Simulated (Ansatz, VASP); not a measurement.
**One calculation of HgS, two programs**

INCAR

```
SYSTEM = HgS
  PREC = Accurate
  ENCUT = 500
  EDIFF = 1E-7
  ISMEAR = 0
  SIGMA = 0.1
  LREAL = .FALSE.
  LASPH = .TRUE.
  NELM = 120
  ALGO = Normal
  ISIF = 3
  LWAVE = .FALSE.
  LCHARG = .FALSE.
  GGA = PE
  IBRION = 2
  NSW = 100
  EDIFFG = -0.005
  GGA_COMPAT = .FALSE.
  NELMIN = 4
```

KPOINTS

```
regular mesh
0
G
  12 12 12
  0 0 0
```

POSCAR

```
HgS
1.0
    0.0000000000      2.9289995691      2.9289995691
    2.9289995691      0.0000000000      2.9289995691
    2.9289995691      2.9289995691      0.0000000000
Hg S
1 1
Direct
    0.0000000000      0.0000000000      0.0000000000
    0.7500000000      0.7500000000      0.7500000000
```

Input for Ansatz:

```yaml
crystal:
  lattice:
    - [0.0, 2.9289995691, 2.9289995691]
    - [2.9289995691, 0.0, 2.9289995691]
    - [2.9289995691, 2.9289995691, 0.0]
  atoms:
    - { symbol: Hg, position: [0.0, 0.0, 0.0] }
    - { symbol: S, position: [0.75, 0.75, 0.75] }
basis:
  ecutwfc: 420
kpoints:
  mp_grid: { grid: [12, 12, 12] }
hamiltonian:
  xc: pbe
scf:
  occupations: { method: gaussian, width: 0.1 }
output:
  forces: true
  stress: true
  eigenvalues: true
  write_density: true
  write_potential: true
  elf: true
  volumetric_format: npy
relax:
  adjacent_minimum: "off"
  f_tol: 0.005
  max_steps: 80
  cell: { stress_tol: 0.05 }
```

Alike in both runs: task relaxation of cell and atoms; functional PBE; k mesh 12 × 12 × 12; occupations gaussian, width 0.1 eV; no spin polarisation.

|  | VASP | Ansatz |
| --- | --- | --- |
| version | VASP 6.6.1 | Ansatz 0.2.0 |
| potentials or method | VASP PAW PBE potentials, release 64 (Hg, S), cutoff 500 eV | scalar-relativistic, plane waves, PAW |
| valence electrons in the cell | 18 | 26 |

VASP gave:

| Quantity | Value |
| --- | --- |
| gap on the k mesh at the Fermi level, each at its own relaxed structure (eV) | none |
| relaxed volume (Å³/atom) | 27.01 |
| relaxed cell length with the largest relative difference (Å) | 4.243 |

**Question.** What did Ansatz give for the same quantities?

**Answer.** gap on the k mesh at the Fermi level, each at its own relaxed structure (eV): none; relaxed volume (Å³/atom): 26.89; relaxed cell length with the largest relative difference (Å): 4.237.

A gap of «none» marks a metal or a gap that the smearing closes. VASP's potentials hold 18 valence electrons a cell and Ansatz's 26, so a difference there can come from the potentials and not from the codes.

Neither program's run includes spin-orbit coupling.
